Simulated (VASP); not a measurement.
# SnO in VASP: single point with PBE+D3(BJ)

Aim: the single point of SnO with PBE+D3(BJ).

Everything below comes from runs of VASP 6.6.1. Logs are shortened: lines on timing, memory, paths and dates and some standing lists are left out, and cuts for length are marked.

### Step 1. The cell of the first run

The cell holds a slab with vacuum, 8 atoms: a = 3.820 Å, b = 3.820 Å, c = 22.226 Å, α = 90.00°, β = 90.00°, γ = 90.00°.

### Step 2. Single point, PBE+D3(BJ) (layers slid over each other)

The input, INCAR:

```
SYSTEM = SnO
  PREC = Accurate
  ENCUT = 520
  EDIFF = 1E-6
  ISMEAR = 0
  SIGMA = 0.05
  LREAL = .FALSE.
  LASPH = .TRUE.
  NELM = 120
  ALGO = Normal
  ISIF = 2
  LWAVE = .FALSE.
  LCHARG = .FALSE.
  LDIPOL = .TRUE.
  IDIPOL = 3
  DIPOL = 0.5 0.5 0.408
  GGA = PE
  IVDW = 12
  NBANDS = 50
  GGA_COMPAT = .FALSE.
  NELMDL = -8
```

The input, KPOINTS:

```
Automatic mesh
0
G
  7 7 1
  0 0 0
```

The input, POSCAR:

```
SnO
1.0
    3.8201630995      0.0000000000      0.0000000000
    0.0000000000      3.8201630995      0.0000000000
    0.0000000000      0.0000000000     22.2260821294
Sn O
4 4
Direct
    0.7500000000      0.2500000000      0.2024648327
    0.2500000000      0.7500000000      0.3087832136
    0.7500000000      1.2500000000      0.5067488278
    0.2500000000      1.7500000000      0.6130672086
    0.2500000000      0.2500000000      0.2556240231
    0.7500000000      0.7500000000      0.2556240231
    0.2500000000      1.2500000000      0.5599080182
    0.7500000000      1.7500000000      0.5599080182
```

Potentials or basis: VASP PAW PBE potentials, release 64 (Sn_d, O).

Run with:

```bash
$ cat potpaw_PBE.64/Sn_d/POTCAR potpaw_PBE.64/O/POTCAR > POTCAR
$ mpirun -np 1 vasp_std > vasp.out
```

OUTCAR:

```text
SYSTEM = SnO
   PREC = Accurate
   ENCUT = 520
   EDIFF = 1E-6
   ISMEAR = 0
   LREAL = .FALSE.
   LASPH = .TRUE.
   NELM = 120
   ISIF = 2
   GGA = PE
   IVDW = 12
   NELMDL = -8
 IVDW          = 12

 ion  position               nearest neighbor table
   1  0.750  0.250  0.202-   5 2.25   6 2.25   6 2.25   5 2.25   2 3.59   2 3.59   2 3.59   2 3.59

   2  0.250  0.750  0.309-   5 2.25   6 2.25   5 2.25   6 2.25   1 3.59   1 3.59   1 3.59   1 3.59

   3  0.750  0.250  0.507-   7 2.25   8 2.25   8 2.25   7 2.25   4 3.59   4 3.59   4 3.59   4 3.59

   4  0.250  0.750  0.613-   7 2.25   8 2.25   7 2.25   8 2.25   3 3.59   3 3.59   3 3.59   3 3.59

   5  0.250  0.250  0.256-   1 2.25   1 2.25   2 2.25   2 2.25
   6  0.750  0.750  0.256-   1 2.25   1 2.25   2 2.25   2 2.25
   7  0.250  0.250  0.560-   3 2.25   3 2.25   4 2.25   4 2.25
   8  0.750  0.750  0.560-   3 2.25   3 2.25   4 2.25   4 2.25

  LATTYP: Found a simple tetragonal cell.
 ALAT       =     3.8201630995
 C/A-ratio  =     5.8180976965

  Lattice vectors:

 A1 = (   3.8201630995,   0.0000000000,   0.0000000000)
 A2 = (   0.0000000000,   3.8201630995,   0.0000000000)
 A3 = (   0.0000000000,   0.0000000000,  22.2260821294)

Analysis of symmetry for initial positions (statically):
=====================================================================
 Subroutine PRICEL returns:
 Original cell was already a primitive cell.

 Routine SETGRP: Setting up the symmetry group for a
 simple tetragonal supercell.

 Subroutine GETGRP returns: Found 16 space group operations
 (whereof  2 operations were pure point group operations)
 out of a pool of 16 trial point group operations.

The static configuration has the point symmetry C_1h.
 The point group associated with its full space group is D_4h.

Analysis of symmetry for dynamics (positions and initial velocities):
=====================================================================
 Subroutine PRICEL returns:
 Original cell was already a primitive cell.

 Routine SETGRP: Setting up the symmetry group for a
 simple tetragonal supercell.

 Subroutine GETGRP returns: Found 16 space group operations
 (whereof  2 operations were pure point group operations)
 out of a pool of 16 trial point group operations.

The dynamic configuration has the point symmetry C_1h.
 The point group associated with its full space group is D_4h.

 Subroutine INISYM returns: Found 16 space group operations
 (whereof  2 operations are pure point group operations),
 and found     1 'primitive' translations

----------------------------------------------------------------------------------------

                                     Primitive cell

  volume of cell :     324.3596

  direct lattice vectors                    reciprocal lattice vectors
     3.820163100  0.000000000  0.000000000     0.261768928  0.000000000  0.000000000
     0.000000000  3.820163100  0.000000000     0.000000000  0.261768928  0.000000000
     0.000000000  0.000000000 22.226082129     0.000000000  0.000000000  0.044992185

  length of vectors
     3.820163100  3.820163100 22.226082129     0.261768928  0.261768928  0.044992185

  position of ions in fractional coordinates (direct lattice)
     0.750000000  0.250000000  0.202464833
     0.250000000  0.750000000  0.308783214
     0.750000000  0.250000000  0.506748828
     0.250000000  0.750000000  0.613067209
     0.250000000  0.250000000  0.255624023
     0.750000000  0.750000000  0.255624023
     0.250000000  0.250000000  0.559908018
     0.750000000  0.750000000  0.559908018

  ion indices of the primitive-cell ions
   primitive index   ion index
                 1           1
                 2           2
                 3           3
                 4           4
                 5           5
                 6           6
                 7           7
                 8           8

----------------------------------------------------------------------------------------

 KPOINTS: Automatic mesh

Automatic generation of k-mesh.
 Grid dimensions read from file:
 generate k-points for:    7    7    1

 Generating k-lattice:

  Cartesian coordinates                     Fractional coordinates (reciprocal lattice)
     0.037395561  0.000000000  0.000000000     0.142857143  0.000000000  0.000000000
     0.000000000  0.037395561  0.000000000     0.000000000  0.142857143  0.000000000
     0.000000000  0.000000000  0.044992185     0.000000000  0.000000000  1.000000000

  Length of vectors
     0.037395561  0.037395561  0.044992185

  Shift w.r.t. Gamma in fractional coordinates (k-lattice)
     0.000000000  0.000000000  0.000000000

 Subroutine IBZKPT returns following result:
 ===========================================

 Found     10 irreducible k-points:

 Following reciprocal coordinates:
            Coordinates               Weight
  0.000000  0.000000  0.000000      1.000000
  0.142857  0.000000  0.000000      4.000000
  0.285714  0.000000  0.000000      4.000000
  0.428571  0.000000  0.000000      4.000000
  0.142857  0.142857  0.000000      4.000000
  0.285714  0.142857  0.000000      8.000000
  0.428571  0.142857  0.000000      8.000000
  0.285714  0.285714  0.000000      4.000000
  0.428571  0.285714  0.000000      8.000000
  0.428571  0.428571  0.000000      4.000000
   k-points           NKPTS =     10   k-points in BZ     NKDIM =     10   number of bands    NBANDS=     50
   number of dos      NEDOS =    301   number of ions     NIONS =      8
   total plane-waves  NPLWV = 131712
   dimension x,y,z NGX =    28 NGY =   28 NGZ =  168
   dimension x,y,z NGXF=    56 NGYF=   56 NGZF=  336
   ions per type =               4   4
   NGX,Y,Z   is equivalent  to a cutoff of  12.19, 12.19, 12.57 a.u.
   NGXF,Y,Z  is equivalent  to a cutoff of  24.37, 24.37, 25.13 a.u.
 SYSTEM =  SnO
   PREC   = accura    normal or accurate (medium, high low for compatibility)
   ISTART =      0    job   : 0-new  1-cont  2-samecut
   ICHARG =      2    charge: 1-file 2-atom 10-const
   ISPIN  =      1    spin polarized calculation?
   LNONCOLLINEAR =      F non collinear calculations
   LSORBIT =      F    spin-orbit coupling
   LASPH  =      T    aspherical Exc in radial PAW
   ENCUT  =  520.0 eV  38.22 Ry    6.18 a.u.   7.10  7.10 41.33*2*pi/ulx,y,z
   NELM   =    120;   NELMIN=  2; NELMDL= -8     # of ELM steps
   EDIFF  = 0.1E-05   stopping-criterion for ELM
   LREAL  =      F    real-space projection
   EDIFFG = 0.1E-04   stopping-criterion for IOM
   NSW    =      0    number of steps for IOM
   IBRION =     -1    ionic relax: 0-MD 1-quasi-New 2-CG
   NFREE  =      0    steps in history (QN), initial steepest desc. (CG)
   ISIF   =      2    stress and relaxation
   ISYM   =      2    0-nonsym 1-usesym 2-fastsym
   POTIM  = 0.5000    time-step for ionic-motion
   TEBEG  =    0.0;   TEEND  =   0.0 temperature during run
   PSTRESS=    0.0 pullay stress
   NELECT =      80.0000    total number of electrons
   NUPDOWN=      -1.0000    fix difference up-down
   EMIN   =  10.00;   EMAX   =-10.00  energy-range for DOS
   EFERMI =   0.00;   METHOD = LEGACY
   ISMEAR =     0;   SIGMA  =   0.05  broadening in eV -4-tet -1-fermi 0-gaus
   EFERMI_NEDOS =   21; number of points for ismear=-14 and -15
   IALGO  =     38    algorithm
   IMIX   =      4    mixing-type and parameters
     AMIX     =   0.40;   BMIX     =  1.00
     AMIX_MAG =   1.60;   BMIX_MAG =  1.00
  volume/ion in A,a.u.               =      40.54       273.61
  Fermi-wavevector in a.u.,A,eV,Ry     =   1.026666  1.940118 14.341131  1.054043
  Thomas-Fermi vector in A             =   2.160571
   LORBIT       =      0    0 simple, 1 ext, 2 COOP (PROOUT), +10 PAW based schemes
   GGA     = PE    functional components
   LHFCALC =     F    Hartree Fock is set to
   AEXX    =    0.0000 exact exchange contribution
   IVDW    =    12    specifies the selected vdW correction
   LEPSILON=     F    determine dielectric tensor
   LRPA    =     F    only Hartree local field effects (RPA)
 non-spin polarized calculation
 Gauss-broadening in eV      SIGMA  =   0.05
  energy-cutoff  :      520.00
  volume of cell :      324.36
 maximum number of plane-waves:      8769
   NGX = 15   NGY = 15   NGZ = 83

 dipolmoment           0.000000      0.000000      0.000000 electrons x Angstroem

 number of electron      79.9999970 magnetization

 dipolmoment           0.000000      0.000000     -0.000000 electrons x Angstroem

 Free energy of the ion-electron system (eV)
  ---------------------------------------------------
  ext. energy  EPLUGINS =         0.00000000
  ---------------------------------------------------
  free energy    TOTEN  =       -45.18868198 eV

  energy without entropy =      -45.18868198  energy(sigma->0) =      -45.18868198

 E-fermi :   0.0270     XC(G=0):  -5.3527

 val. band max:       -0.2824029930   @ k =   0.1429   0.1429   0.0000
 cond. band min:       2.3267134334   @ k =   0.0000   0.0000   0.0000
 fundamental gap:      2.6091164265
 Fermi energy:         0.0269582794

 k-point     1 :       0.0000    0.0000    0.0000
  band No.  band energies     occupation
      1     -21.0616      2.00000
      2     -21.0616      2.00000
      3     -20.7010      2.00000
      4     -20.7010      2.00000
      5     -20.6629      2.00000
      6     -20.6629      2.00000
[... 42 lines left out ...]
     49       5.2114      0.00000
     50       5.2114      0.00000

 k-point     2 :       0.1429    0.0000    0.0000
  band No.  band energies     occupation
      1     -21.0526      2.00000
      2     -21.0526      2.00000
      3     -20.7016      2.00000
      4     -20.7016      2.00000
      5     -20.6647      2.00000
      6     -20.6646      2.00000
[... 416 lines left out ...]
 k-point    10 :       0.4286    0.4286    0.0000
  band No.  band energies     occupation
      1     -21.0023      2.00000
      2     -21.0021      2.00000
      3     -20.9883      2.00000
      4     -20.9881      2.00000
      5     -20.6676      2.00000
      6     -20.6675      2.00000
[... 42 lines left out ...]
     49       5.9663      0.00000
     50       6.1121      0.00000

------------------------ aborting loop because EDIFF is reached ----------------------------------------

 vacuum level on the upper side and lower side of the slab       (xc-potential included)        -0.209        -0.209

 Edisp (eV)   -1.22325

 E8    (eV) :    -0.5411

  FORCE on cell =-STRESS in cart. coord.  units (eV):
  Direction    XX          YY          ZZ          XY          YZ          ZX
  --------------------------------------------------------------------------------------
  -------------------------------------------------------------------------------------
  Total       0.11854     0.11854    -0.32421     0.00000     0.00000    -0.00000
  in kB       0.58552     0.58552    -1.60145     0.00000     0.00000    -0.00000
  external pressure =       -0.14 kB  Pullay stress =        0.00 kB

 VOLUME and BASIS-vectors are now :
 -----------------------------------------------------------------------------
  energy-cutoff  :      520.00
  volume of cell :      324.36
      direct lattice vectors                 reciprocal lattice vectors
     3.820163100  0.000000000  0.000000000     0.261768928  0.000000000  0.000000000
     0.000000000  3.820163100  0.000000000     0.000000000  0.261768928  0.000000000
     0.000000000  0.000000000 22.226082129     0.000000000  0.000000000  0.044992185

 POSITION                                       TOTAL-FORCE (eV/Angst)
 -----------------------------------------------------------------------------------
      2.86512      0.95504      4.50000         0.000000     -0.000000     -0.081901
      0.95504      2.86512      6.86304         0.000000     -0.000000      0.178768
      2.86512      0.95504     11.26304        -0.000000      0.000000     -0.178768
      0.95504      2.86512     13.62608         0.000000      0.000000      0.081901
      0.95504      0.95504      5.68152        -0.000000     -0.000000      0.009440
      2.86512      2.86512      5.68152        -0.000000      0.000000      0.009440
      0.95504      0.95504     12.44456         0.000000      0.000000     -0.009440
      2.86512      2.86512     12.44456        -0.000000     -0.000000     -0.009440
 -----------------------------------------------------------------------------------
    total drift:                                0.000000      0.000000     -0.000008

  FREE ENERGIE OF THE ION-ELECTRON SYSTEM (eV)
  ---------------------------------------------------
  free  energy   TOTEN  =       -46.4119310622 eV

  energy  without entropy=      -46.4119310622  energy(sigma->0) =      -46.41193106

 vacuum level on the upper side and lower side of the slab         4.761         4.761
```

Run time: 4.8 min. Hardware: 1 thread of Oxide Virtual Turin-like, shared host; peak memory 0.36 GiB.

What came out:

- Free energy: -46.4119 eV
- Largest force: 0.179 eV/Å
- Band gap on the k mesh: 2.61 eV (least direct gap 2.63 eV)
- Dispersion energy per atom: -0.153 eV

Forces on the atoms (eV/Å):
```
Sn   0.000  0.000 -0.082
Sn   0.000  0.000  0.179
Sn   0.000  0.000 -0.179
Sn   0.000  0.000  0.082
O    0.000  0.000  0.009
O    0.000  0.000  0.009
O    0.000  0.000 -0.009
O    0.000  0.000 -0.009
```

Caveat: the cell differs from its parent crystal (layers slid over each other); spin-orbit coupling is left out, which moves the levels of the heavy elements.
